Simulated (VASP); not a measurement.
Runs of VASP 6.6.1 on SrO. The structure is that of space group Fm-3m (No. 225), or close to it. The cells are those of the table. 

```tsv
level	cell	gap on the mesh (eV)	pressure (GPa)
PBE+D3(BJ)	a = 3.596 Å, angles 60.0°, 2 atoms	3.24	4.4
PBE+D3(BJ)	a = 3.620 Å, angles 60.0°, 2 atoms	3.26	2.2
BLYP+D3(BJ)	a = 3.635 Å, angles 60.0°, 2 atoms	3.39	0.6
BLYP+D3(BJ)	a = 3.586 Å, angles 60.0°, 2 atoms	3.37	4.9
BLYP+D3(BJ)	a = 3.683 Å, angles 60.0°, 2 atoms	3.41	-2.8
PBE+D3(BJ)	a = 3.634 Å, angles 60.0°, 2 atoms	3.26	1.1
PBE+D3(BJ)	a = 3.669 Å, angles 60.0°, 2 atoms	(c)	-1.4
r2SCAN	a = 3.649 Å, angles 60.0°, 2 atoms	(a)	0.5
BLYP+D3(BJ)	a = 3.611 Å, angles 60.0°, 2 atoms	3.38	2.6
BLYP+D3(BJ)	a = 3.659 Å, angles 60.0°, 2 atoms	(b)	-1.2
PBE+D3(BJ)	a = 3.645 Å, angles 60.0°, 2 atoms	3.27	0.3
BLYP+D3(BJ)	a = 3.634 Å, angles 60.0°, 2 atoms	3.39	(d)
```

Alike in all rows: task single point; potentials or basis VASP PAW PBE potentials, release 64 (Sr_sv, O); no spin polarisation; k mesh 8 × 8 × 8; cutoff (eV) 520; smearing gaussian 0.05 eV.

Estimate the missing entries.

(a) 3.75; (b) 3.40; (c) 3.28; (d) 0.7.

Caveats: the PAW data sets were made with another functional, which shifts forces and pressure a little (some runs); three body term missing (some runs).

A k mesh can miss the band edges, and the runs leave out spin-orbit coupling on Sr.
